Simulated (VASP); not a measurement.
# CdTe (P6_3/mmc) in VASP: a series of runs

CdTe is run at these levels: PBEsol; tasks: single point.

Program: VASP 6.6.1. These are calculated values, not measurements. Logs are shortened: lines on timing, memory, paths and dates and some standing lists are left out, and cuts for length are marked.

### 1 The cell of the first run

The structure is hexagonal, space group P6_3/mmc (No. 194). Conventional cell: a = 4.180 Å, b = 4.180 Å, c = 7.320 Å, α = 90.00°, β = 90.00°, γ = 120.00°. Cd (site symmetry -6m2) has 6 Te at 3.03 Å within 4.0 Å. Within 4.0 Å of Te (site symmetry -3m) lie 6 Cd at 3.03 Å and 2 Te at 3.66 Å.

### 2 Single point, PBEsol

INCAR

```
PREC = Accurate
ENCUT = 520
EDIFF = 1E-6
ISMEAR = 0
SIGMA = 0.1
LREAL = F
LASPH = T
NELM = 80
ALGO = Normal
ISIF = 2
LWAVE = F
LCHARG = F
GGA = PS
NBANDS = 26
```

KPOINTS

```
Automatic mesh
0
Gamma
  12 12 6
```

POSCAR

```
CdTe
1.0
    4.1795746260      0.0000000000      0.0000000000
   -2.0897873130      3.6196178031      0.0000000000
    0.0000000000      0.0000000000      7.3204714210
Cd Te
2 2
Direct
    0.0000000000      0.0000000000      0.0000000000
    0.3333333333      0.6666666667      0.5000000000
    0.6666666667      0.3333333333      0.2500000000
    0.6666666667      0.3333333333      0.7500000000
```

Potentials or basis: VASP PAW PBE potentials, release 64 (Cd, Te).

Started as:

```sh
$ cat potpaw_PBE.64/Cd/POTCAR potpaw_PBE.64/Te/POTCAR > POTCAR
$ mpirun -np 1 vasp_std > vasp.out
```

OUTCAR:

```text
PREC = Accurate
   ENCUT = 520
   EDIFF = 1E-6
   ISMEAR = 0
   LREAL = F
   LASPH = T
   NELM = 80
   ISIF = 2
   GGA = PS

 ion  position               nearest neighbor table
   1  0.000  0.000  0.000-   3 3.03   4 3.03   3 3.03   4 3.03   3 3.03   4 3.03
   2  0.333  0.667  0.500-   3 3.03   4 3.03   3 3.03   4 3.03   3 3.03   4 3.03
   3  0.667  0.333  0.250-   2 3.03   2 3.03   1 3.03   1 3.03   1 3.03   2 3.03   4 3.66   4 3.66

   4  0.667  0.333  0.750-   2 3.03   2 3.03   1 3.03   1 3.03   1 3.03   2 3.03   3 3.66   3 3.66

  LATTYP: Found a hexagonal cell.
 ALAT       =     4.1795746260
 C/A-ratio  =     1.7514871909

  Lattice vectors:

 A1 = (   4.1795746260,   0.0000000000,   0.0000000000)
 A2 = (  -2.0897873130,   3.6196178031,   0.0000000000)
 A3 = (   0.0000000000,   0.0000000000,   7.3204714210)

Analysis of symmetry for initial positions (statically):
=====================================================================
 Subroutine PRICEL returns:
 Original cell was already a primitive cell.

 Routine SETGRP: Setting up the symmetry group for a
 hexagonal supercell.

 Subroutine GETGRP returns: Found 24 space group operations
 (whereof 12 operations were pure point group operations)
 out of a pool of 24 trial point group operations.

The static configuration has the point symmetry D_3h.
 The point group associated with its full space group is D_6h.

Analysis of symmetry for dynamics (positions and initial velocities):
=====================================================================
 Subroutine PRICEL returns:
 Original cell was already a primitive cell.

 Routine SETGRP: Setting up the symmetry group for a
 hexagonal supercell.

 Subroutine GETGRP returns: Found 24 space group operations
 (whereof 12 operations were pure point group operations)
 out of a pool of 24 trial point group operations.

The dynamic configuration has the point symmetry D_3h.
 The point group associated with its full space group is D_6h.

 Subroutine INISYM returns: Found 24 space group operations
 (whereof 12 operations are pure point group operations),
 and found     1 'primitive' translations

----------------------------------------------------------------------------------------

                                     Primitive cell

  volume of cell :     110.7475

[... 85 lines left out ...]
   ICHARG =      2    charge: 1-file 2-atom 10-const
   ISPIN  =      1    spin polarized calculation?
   LNONCOLLINEAR =      F non collinear calculations
   LSORBIT =      F    spin-orbit coupling
   LASPH  =      T    aspherical Exc in radial PAW
   ENCUT  =  520.0 eV  38.22 Ry    6.18 a.u.   7.77  7.77 13.61*2*pi/ulx,y,z
   NELM   =     80;   NELMIN=  2; NELMDL= -5     # of ELM steps
   EDIFF  = 0.1E-05   stopping-criterion for ELM
   LREAL  =      F    real-space projection
   EDIFFG = 0.1E-04   stopping-criterion for IOM
   NSW    =      0    number of steps for IOM
   IBRION =     -1    ionic relax: 0-MD 1-quasi-New 2-CG
   NFREE  =      0    steps in history (QN), initial steepest desc. (CG)
   ISIF   =      2    stress and relaxation
   ISYM   =      2    0-nonsym 1-usesym 2-fastsym
   POTIM  = 0.5000    time-step for ionic-motion
   TEBEG  =    0.0;   TEEND  =   0.0 temperature during run
   PSTRESS=    0.0 pullay stress
   NELECT =      36.0000    total number of electrons
   NUPDOWN=      -1.0000    fix difference up-down
   EMIN   =  10.00;   EMAX   =-10.00  energy-range for DOS
   EFERMI =   0.00;   METHOD = LEGACY
   ISMEAR =     0;   SIGMA  =   0.10  broadening in eV -4-tet -1-fermi 0-gaus
   EFERMI_NEDOS =   21; number of points for ismear=-14 and -15
   IALGO  =     38    algorithm
   IMIX   =      4    mixing-type and parameters
     AMIX     =   0.40;   BMIX     =  1.00
     AMIX_MAG =   1.60;   BMIX_MAG =  1.00
  volume/ion in A,a.u.               =      27.69       186.84
  Fermi-wavevector in a.u.,A,eV,Ry     =   1.125635  2.127142 17.239328  1.267055
  Thomas-Fermi vector in A             =   2.262313
   LORBIT       =      0    0 simple, 1 ext, 2 COOP (PROOUT), +10 PAW based schemes
   GGA     = PS    functional components
   LHFCALC =     F    Hartree Fock is set to
   AEXX    =    0.0000 exact exchange contribution
   IVDW    =     0    specifies the selected vdW correction
   LEPSILON=     F    determine dielectric tensor
   LRPA    =     F    only Hartree local field effects (RPA)
 non-spin polarized calculation
 Gauss-broadening in eV      SIGMA  =   0.10
  energy-cutoff  :      520.00
  volume of cell :      110.75
 maximum number of plane-waves:      3006
 NGX is ok and might be reduce to    32

 number of electron      35.9999989 magnetization

 Free energy of the ion-electron system (eV)
  ---------------------------------------------------
  ext. energy  EPLUGINS =         0.00000000
  ---------------------------------------------------
  free energy    TOTEN  =        -9.94441230 eV

  energy without entropy =       -9.93320324  energy(sigma->0) =       -9.93880777

 E-fermi :   4.3353     XC(G=0):  -9.9887

 val. band max:        4.3208664303   @ k =   0.4167   0.0833   0.3333
 cond. band min:       4.3582807017   @ k =   0.2500   0.1667   0.0000
 fundamental gap:      0.0374142714
 Fermi energy:         4.3353081009

 k-point     1 :       0.0000    0.0000    0.0000
  band No.  band energies     occupation
      1      -7.8761      2.00000
      2      -6.6376      2.00000
      3      -4.2166      2.00000
      4      -4.2166      2.00000
      5      -4.2091      2.00000
      6      -4.1388      2.00000
[... 685 lines left out ...]
     25      11.0156      0.00000
     26      11.9305      0.00000

 [... further k-points ...]
[... 5 lines left out ...]
  --------------------------------------------------------------------------------------
  -------------------------------------------------------------------------------------
  Total        0.1349426      0.1349426      0.1435614      0.0000000      0.0000000     -0.0000000
  in kB        1.9522070      1.9522070      2.0768942      0.0000000      0.0000000     -0.0000000
  external PRESSURE =       1.9937694 kB  Pullay stress =       0.0000000 kB

 VOLUME and BASIS-vectors are now :
 -----------------------------------------------------------------------------
  energy-cutoff  :      520.00
  volume of cell :      110.75
      direct lattice vectors                 reciprocal lattice vectors
     4.179574626  0.000000000  0.000000000     0.239258798  0.138136131  0.000000000
    -2.089787313  3.619617803  0.000000000     0.000000000  0.276272263  0.000000000
     0.000000000  0.000000000  7.320471421     0.000000000  0.000000000  0.136603224

 POSITION                                       TOTAL-FORCE (eV/Angst)
 -----------------------------------------------------------------------------------
      0.00000      0.00000      0.00000         0.000000      0.000000     -0.000000
     -0.00000      2.41308      3.66024        -0.000000      0.000000     -0.000000
      2.08979      1.20654      1.83012        -0.000000      0.000000      0.000000
      2.08979      1.20654      5.49035        -0.000000      0.000000      0.000000
 -----------------------------------------------------------------------------------
    total drift:                                0.000000     -0.000000     -0.000000

  FREE ENERGIE OF THE ION-ELECTRON SYSTEM (eV)
  ---------------------------------------------------
  free  energy   TOTEN  =        -9.9444123018 eV

  energy  without entropy=       -9.9332032373  energy(sigma->0) =       -9.93880777
```

stdout:

```text
POSCAR found type information on POSCAR CdTe
 POSCAR found :  2 types and       4 ions
 scaLAPACK will be used
 -----------------------------------------------------------------------------
|                                                                             |
|                                                                             |
|     You enforced a specific xc type in the INCAR file but a different       |
|     I HOPE YOU KNOW WHAT YOU ARE DOING!                                     |
|                                                                             |
 -----------------------------------------------------------------------------

 LDA part: xc-table for (Slater+PW92), standard interpolation
 POSCAR, INCAR and KPOINTS ok, starting setup
 FFT: planning ... GRIDC
 FFT: planning ... GRID_SOFT
 FFT: planning ... GRID
 WAVECAR not read
 entering main loop
```

Wall time 82 s (1 thread of Intel Xeon 6975P-C (Granite Rapids), shared host); peak memory 0.35 GiB.

What came out:

* Free energy: -9.9444 eV
* Pressure: 0.2 GPa
* Band gap on the k mesh: zero (bands 18 and 19 overlap by 0.66 eV)

Caveat: semilocal functionals underestimate gaps, so a narrow gap can read as zero; the PAW data sets were made with another functional, which shifts forces and pressure a little; spin-orbit coupling is left out, which moves the levels of the heavy elements.

### 3 Single point, PBEsol

This run uses another cell than the first one: it holds 8 atoms, not 4.

INCAR

```
SYSTEM = CdTe
PREC = Accurate
ENCUT = 520
EDIFF = 1E-6
ISMEAR = 0
SIGMA = 0.1
LREAL = .False.
LASPH = .True.
NELM = 60
ALGO = Normal
ISIF = 2
LWAVE = .False.
LCHARG = .True.
GGA = PS
LELF = .True.
LVHAR = .True.
NBANDS = 46
```

KPOINTS

```
regular mesh
0
Gamma
  12 12 3
  0 0 0
```

POSCAR

```
CdTe
1.0
    4.1973689668      0.0000000000      0.0000000000
   -2.0986844834      3.6350281543      0.0000000000
    0.0000000000      0.0000000000     14.3710170204
Cd Te
4 4
Direct
    0.0000000000      0.0000000000      0.0000000000
    0.3333333333      0.6666666667      0.2500000000
    0.0000000000      0.0000000000      0.5000000000
    0.6666666667      0.3333333333      0.7500000000
    0.6666666667      0.3333333333      0.1210804655
    0.6666666667      0.3333333333      0.3789195345
    0.3333333333      0.6666666667      0.6210804655
    0.3333333333      0.6666666667      0.8789195345
```

Potentials or basis: VASP PAW PBE potentials, release 64 (Cd, Te).

Started as:

```sh
$ cat potpaw_PBE.64/Cd/POTCAR potpaw_PBE.64/Te/POTCAR > POTCAR
$ mpirun -np 1 vasp_std > vasp.out
```

It took 2.9 min on 1 thread of Intel Xeon 6975P-C (Granite Rapids), shared host; peak memory 0.5 GiB.

Results (log left out):

* Free energy: -20.4112 eV
* Pressure: 0.3 GPa
* Band gap on the k mesh: zero (bands 36 and 37 overlap by 0.55 eV)

Levels at points of the mesh, in eV from the Fermi level:
```
           k point  band 33  band 34  band 35  band 36  band 37  band 38  band 39  band 40
(0.00, 0.00, 0.00)    -0.19    -0.19     0.12     0.12     0.13     1.93     2.75     3.27
(0.50, 0.00, 0.00)    -1.47    -1.43    -1.22    -0.12    -0.03     0.71     1.08     2.21
```

Caveat: semilocal functionals underestimate gaps, so a narrow gap can read as zero; the PAW data sets were made with another functional, which shifts forces and pressure a little; spin-orbit coupling is left out, which moves the levels of the heavy elements.
